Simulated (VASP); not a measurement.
# LiF (Fdd2) in VASP: further runs

Runs on LiF. Level: PBE. Tasks: single point.

All numbers are computed with VASP 6.6.1; they aren't measurements. Logs are shortened: lines on timing, memory, paths and dates and some standing lists are left out, and cuts for length are marked.

## Step 1: The cell of the first run

The structure is orthorhombic, space group Fdd2 (No. 43). The conventional cell has a = 2.579 Å, b = 5.343 Å, c = 8.617 Å, α = 90.00°, β = 90.00°, γ = 90.00°. Li (site symmetry 2) has 4 F at 1.73 to 1.79 Å within 2.3 Å. F (site symmetry 2) has 4 Li at 1.73 to 1.79 Å within 2.3 Å.

## Step 2: Single point, PBE

The input, INCAR:

```
PREC     = Accurate       # precision mode
ENCUT    = 520            # plane-wave cutoff, eV
EDIFF    = 1E-6           # SCF threshold, eV
ISMEAR   = 0              # smearing method
SIGMA    = 0.1            # smearing width, eV
LREAL    = False          # projectors in reciprocal space
LASPH    = True           # aspherical terms in the spheres
NELM     = 60             # most SCF steps
ALGO     = Normal         # electronic algorithm
ISIF     = 2              # what is computed and relaxed
LWAVE    = False          # write WAVECAR
LCHARG   = False          # write CHGCAR
GGA      = PE             # functional
NBANDS   = 18             # bands
```

The input, KPOINTS:

```
regular mesh
0
Gamma
  8 8 8
```

The input, POSCAR:

```
LiF
1.0
    0.0000000000      2.6714831500      4.3084105600
    1.2893787700      0.0000000000      4.3084105600
    1.2893787700      2.6714831500      0.0000000000
Li F
2 2
Direct
    0.1826694600      0.1826694600      0.8173305400
    0.4326694600      0.4326694600      0.0673305400
    0.8173305400      0.8173305400      0.1826694600
    0.0673305400      0.0673305400      0.4326694600
```

Potentials or basis: VASP PAW PBE potentials, release 64 (Li_sv, F).

Run with:

```bash
cat potpaw_PBE.64/Li_sv/POTCAR potpaw_PBE.64/F/POTCAR > POTCAR
mpirun -np 1 vasp_std > vasp.out
```

OUTCAR:

```text
PREC = Accurate
   ENCUT = 520
   EDIFF = 1E-6
   ISMEAR = 0
   LREAL = False
   LASPH = True
   NELM = 60
   ISIF = 2
   GGA = PE

 ion  position               nearest neighbor table
   1  0.183  0.183  0.817-   3 1.73   3 1.73   4 1.79   4 1.79
   2  0.433  0.433  0.067-   4 1.73   4 1.73   3 1.79   3 1.79
   3  0.817  0.817  0.183-   1 1.73   1 1.73   2 1.79   2 1.79
   4  0.067  0.067  0.433-   2 1.73   2 1.73   1 1.79   1 1.79

  LATTYP: Found a face centered orthorhombic cell.
 ALAT       =     2.5787575400
 B/A-ratio  =     2.0719149502
 C/A-ratio  =     3.3414623075

  Lattice vectors:

 A1 = (   0.0000000000,   2.6714831500,   4.3084105600)
 A2 = (   1.2893787700,   0.0000000000,   4.3084105600)
 A3 = (   1.2893787700,   2.6714831500,   0.0000000000)

Analysis of symmetry for initial positions (statically):
=====================================================================
 Subroutine PRICEL returns:
 Original cell was already a primitive cell.

 Routine SETGRP: Setting up the symmetry group for a
 face centered orthorhombic supercell.

 Subroutine GETGRP returns: Found  4 space group operations
 (whereof  2 operations were pure point group operations)
 out of a pool of  8 trial point group operations.

The static configuration has the point symmetry C_2 .
 The point group associated with its full space group is C_2v.

Analysis of symmetry for dynamics (positions and initial velocities):
=====================================================================
 Subroutine PRICEL returns:
 Original cell was already a primitive cell.

 Routine SETGRP: Setting up the symmetry group for a
 face centered orthorhombic supercell.

 Subroutine GETGRP returns: Found  4 space group operations
 (whereof  2 operations were pure point group operations)
 out of a pool of  8 trial point group operations.

The dynamic configuration has the point symmetry C_2 .
 The point group associated with its full space group is C_2v.

 Subroutine INISYM returns: Found  4 space group operations
 (whereof  2 operations are pure point group operations),
 and found     1 'primitive' translations

----------------------------------------------------------------------------------------

                                     Primitive cell

  volume of cell :      29.6811

  direct lattice vectors                    reciprocal lattice vectors
     0.000000000  2.671483150  4.308410560    -0.387783646  0.187161952  0.116052078
     1.289378770  0.000000000  4.308410560     0.387783646 -0.187161952  0.116052078
     1.289378770  2.671483150  0.000000000     0.387783646  0.187161952 -0.116052078

  length of vectors
     5.069440184  4.497210154  2.966364751     0.445952729  0.445952729  0.445952729

  position of ions in fractional coordinates (direct lattice)
     0.182669460  0.182669460  0.817330540
     0.432669460  0.432669460  0.067330540
     0.817330540  0.817330540  0.182669460
     0.067330540  0.067330540  0.432669460

  ion indices of the primitive-cell ions
   primitive index   ion index
                 1           1
                 2           2
                 3           3
                 4           4

----------------------------------------------------------------------------------------

 KPOINTS: regular mesh

Automatic generation of k-mesh.
 Grid dimensions read from file:
 generate k-points for:    8    8    8

 Generating k-lattice:

  Cartesian coordinates                     Fractional coordinates (reciprocal lattice)
    -0.048472956  0.023395244  0.014506510     0.125000000  0.000000000 -0.000000000
     0.048472956 -0.023395244  0.014506510     0.000000000  0.125000000  0.000000000
     0.048472956  0.023395244 -0.014506510    -0.000000000  0.000000000  0.125000000

  Length of vectors
     0.055744091  0.055744091  0.055744091

  Shift w.r.t. Gamma in fractional coordinates (k-lattice)
     0.000000000  0.000000000  0.000000000

 Subroutine IBZKPT returns following result:
 ===========================================

 Found     95 irreducible k-points:

 Following reciprocal coordinates:
            Coordinates               Weight
  0.000000  0.000000  0.000000      1.000000
  0.125000  0.000000 -0.000000      8.000000
  0.250000  0.000000 -0.000000      8.000000
  0.375000  0.000000 -0.000000      8.000000
  0.500000  0.000000 -0.000000      4.000000
  0.125000  0.125000  0.000000      2.000000
[... 16 lines left out ...]
  0.250000  0.000000  0.125000      8.000000
  0.375000  0.000000  0.125000      8.000000
 [... further k-points ...]
   k-points           NKPTS =     95   k-points in BZ     NKDIM =     95   number of bands    NBANDS=     18
   number of dos      NEDOS =    301   number of ions     NIONS =      4
   total plane-waves  NPLWV =  34560
   dimension x,y,z NGX =    40 NGY =   36 NGZ =   24
   dimension x,y,z NGXF=    80 NGYF=   72 NGZF=   48
   ions per type =               2   2
   NGX,Y,Z   is equivalent  to a cutoff of  13.12, 13.31, 13.45 a.u.
   NGXF,Y,Z  is equivalent  to a cutoff of  26.23, 26.62, 26.90 a.u.
 SYSTEM =  unknown system
   PREC   = accura    normal or accurate (medium, high low for compatibility)
   ISTART =      0    job   : 0-new  1-cont  2-samecut
   ICHARG =      2    charge: 1-file 2-atom 10-const
   ISPIN  =      1    spin polarized calculation?
   LNONCOLLINEAR =      F non collinear calculations
   LSORBIT =      F    spin-orbit coupling
   LASPH  =      T    aspherical Exc in radial PAW
   ENCUT  =  520.0 eV  38.22 Ry    6.18 a.u.   9.43  8.36  5.52*2*pi/ulx,y,z
   NELM   =     60;   NELMIN=  2; NELMDL= -5     # of ELM steps
   EDIFF  = 0.1E-05   stopping-criterion for ELM
   LREAL  =      F    real-space projection
   EDIFFG = 0.1E-04   stopping-criterion for IOM
   NSW    =      0    number of steps for IOM
   IBRION =     -1    ionic relax: 0-MD 1-quasi-New 2-CG
   NFREE  =      0    steps in history (QN), initial steepest desc. (CG)
   ISIF   =      2    stress and relaxation
   ISYM   =      2    0-nonsym 1-usesym 2-fastsym
   POTIM  = 0.5000    time-step for ionic-motion
   TEBEG  =    0.0;   TEEND  =   0.0 temperature during run
   PSTRESS=    0.0 pullay stress
   NELECT =      20.0000    total number of electrons
   NUPDOWN=      -1.0000    fix difference up-down
   EMIN   =  10.00;   EMAX   =-10.00  energy-range for DOS
   EFERMI =   0.00;   METHOD = LEGACY
   ISMEAR =     0;   SIGMA  =   0.10  broadening in eV -4-tet -1-fermi 0-gaus
   EFERMI_NEDOS =   21; number of points for ismear=-14 and -15
   IALGO  =     38    algorithm
   IMIX   =      4    mixing-type and parameters
     AMIX     =   0.40;   BMIX     =  1.00
     AMIX_MAG =   1.60;   BMIX_MAG =  1.00
  volume/ion in A,a.u.               =       7.42        50.07
  Fermi-wavevector in a.u.,A,eV,Ry     =   1.435241  2.712212 28.026867  2.059917
  Thomas-Fermi vector in A             =   2.554561
   LORBIT       =      0    0 simple, 1 ext, 2 COOP (PROOUT), +10 PAW based schemes
   GGA     = PE    functional components
   LHFCALC =     F    Hartree Fock is set to
   AEXX    =    0.0000 exact exchange contribution
   IVDW    =     0    specifies the selected vdW correction
   LEPSILON=     F    determine dielectric tensor
   LRPA    =     F    only Hartree local field effects (RPA)
 non-spin polarized calculation
 Gauss-broadening in eV      SIGMA  =   0.10
  energy-cutoff  :      520.00
  volume of cell :       29.68
 maximum number of plane-waves:       817
 NGX is ok and might be reduce to    40
   NGX = 19   NGY = 17   NGZ = 11

 number of electron      19.9999997 magnetization

 Free energy of the ion-electron system (eV)
  ---------------------------------------------------
  ext. energy  EPLUGINS =         0.00000000
  ---------------------------------------------------
  free energy    TOTEN  =       -18.46362516 eV

  energy without entropy =      -18.46362516  energy(sigma->0) =      -18.46362516

 E-fermi :  -0.0618     XC(G=0): -10.3062

 val. band max:       -0.4839259801   @ k =   0.3750   0.3750   0.0000
 cond. band min:       9.0634126510   @ k =   0.0000   0.0000   0.0000
 fundamental gap:      9.5473386312
 Fermi energy:        -0.0617827696

 k-point     1 :       0.0000    0.0000    0.0000
  band No.  band energies     occupation
      1     -40.9528      2.00000
      2     -40.8226      2.00000
      3     -20.6988      2.00000
      4     -20.2706      2.00000
      5      -3.1460      2.00000
      6      -1.7190      2.00000
[... 10 lines left out ...]
     17      23.7929      0.00000
     18      23.8011      0.00000

 k-point     2 :       0.1250    0.0000   -0.0000
  band No.  band energies     occupation
      1     -40.9359      2.00000
      2     -40.8174      2.00000
      3     -20.6458      2.00000
      4     -20.2121      2.00000
      5      -3.1195      2.00000
      6      -1.7570      2.00000
[... 10 lines left out ...]
     17      23.1945      0.00000
     18      24.6538      0.00000

 k-point     3 :       0.2500    0.0000   -0.0000
  band No.  band energies     occupation
      1     -40.8946      2.00000
      2     -40.8059      2.00000
      3     -20.5072      2.00000
      4     -20.0750      2.00000
      5      -3.0657      2.00000
      6      -2.2005      2.00000
[... 10 lines left out ...]
     17      23.3145      0.00000
     18      24.3043      0.00000

 k-point     4 :       0.3750    0.0000   -0.0000
  band No.  band energies     occupation
      1     -40.8510      2.00000
      2     -40.7962      2.00000
      3     -20.3490      2.00000
      4     -19.9459      2.00000
      5      -3.2524      2.00000
      6      -2.9275      2.00000
[... 375 lines left out ...]
      4     -20.2587      2.00000
      5      -3.1447      2.00000
      6      -1.8954      2.00000
[... 10 lines left out ...]
     17      25.0364      0.00000
     18      25.0499      0.00000

 k-point    23 :       0.2500    0.0000    0.1250
  band No.  band energies     occupation
      1     -40.9190      2.00000
      2     -40.8187      2.00000
      3     -20.5770      2.00000
      4     -20.1961      2.00000
      5      -3.1104      2.00000
      6      -2.0798      2.00000
[... 10 lines left out ...]
     17      23.8292      0.00000
     18      24.8255      0.00000

 k-point    24 :       0.3750    0.0000    0.1250
  band No.  band energies     occupation
      1     -40.8763      2.00000
      2     -40.8083      2.00000
      3     -20.4238      2.00000
      4     -20.0704      2.00000
      5      -3.0654      2.00000
      6      -2.4986      2.00000
[... 10 lines left out ...]
     17      22.9577      0.00000
     18      23.8944      0.00000

 [... further k-points ...]

------------------------ aborting loop because EDIFF is reached ----------------------------------------

  FORCE on cell =-STRESS in cart. coord.  units (eV):
  Direction    XX          YY          ZZ          XY          YZ          ZX
  --------------------------------------------------------------------------------------
  -------------------------------------------------------------------------------------
  Total        5.3558531      2.9821324      5.9520356      0.0000000      0.0000000      0.0000000
  in kB      289.1074019    160.9746441    321.2891589      0.0000000      0.0000000      0.0000000
  external PRESSURE =     257.1237350 kB  Pullay stress =       0.0000000 kB

 VOLUME and BASIS-vectors are now :
 -----------------------------------------------------------------------------
  energy-cutoff  :      520.00
  volume of cell :       29.68
      direct lattice vectors                 reciprocal lattice vectors
     0.000000000  2.671483150  4.308410560    -0.387783646  0.187161952  0.116052078
     1.289378770  0.000000000  4.308410560     0.387783646 -0.187161952  0.116052078
     1.289378770  2.671483150  0.000000000     0.387783646  0.187161952 -0.116052078

 POSITION                                       TOTAL-FORCE (eV/Angst)
 -----------------------------------------------------------------------------------
      1.28938      2.67148      1.57403        -0.000000      0.000000     -0.413004
      0.64469      1.33574      3.72824         0.000000      0.000000     -0.413004
      1.28938      2.67148      7.04279         0.000000     -0.000000      0.413004
      0.64469      1.33574      0.58018         0.000000      0.000000      0.413004
 -----------------------------------------------------------------------------------
    total drift:                                0.000001     -0.000006      0.000622

  FREE ENERGIE OF THE ION-ELECTRON SYSTEM (eV)
  ---------------------------------------------------
  free  energy   TOTEN  =       -18.4636251617 eV

  energy  without entropy=      -18.4636251617  energy(sigma->0) =      -18.46362516
```

It took 81 s on 1 thread of AMD EPYC 7R13 (Zen 3), shared host; peak memory 0.16 GiB.

Results:

| Item | Value |
| --- | --- |
| Free energy | -18.4636 eV |
| Largest force | 0.413 eV/Å |
| Band gap on the k mesh | 9.55 eV, indirect (least direct gap 9.57 eV) |

Forces in eV/Å, atoms in the order of the input:
```
Li   0.000  0.000 -0.413
Li   0.000  0.000 -0.413
F    0.000  0.000  0.413
F    0.000  0.000  0.413
```

Levels at points of the mesh, in eV from the valence-band top:
```csv
k point,band 7,band 8,band 9,band 10,band 11,band 12,band 13,band 14
"(0.00, 0.00, 0.00)",-0.34,-0.06,-0.04,-0.03,9.55,11.46,17.62,20.43
"(0.50, 0.00, 0.00)",-1.90,-1.09,-0.92,-0.22,12.13,14.55,15.74,17.15
"(0.50, 0.50, 0.00)",-0.83,-0.83,-0.01,-0.01,10.85,10.85,19.54,19.54
"(0.50, 0.00, 0.50)",-1.38,-1.38,-0.14,-0.14,12.83,12.83,16.58,16.58
"(0.00, 0.50, 0.50)",-0.66,-0.66,-0.24,-0.24,12.59,12.59,17.66,17.66
```

Caveat: the cutoff is under 1.25 times the usual one of these potentials, so pressure, stress and relaxed cells hold a basis-set (Pulay) error.

(Continued in part 2 of 2.)
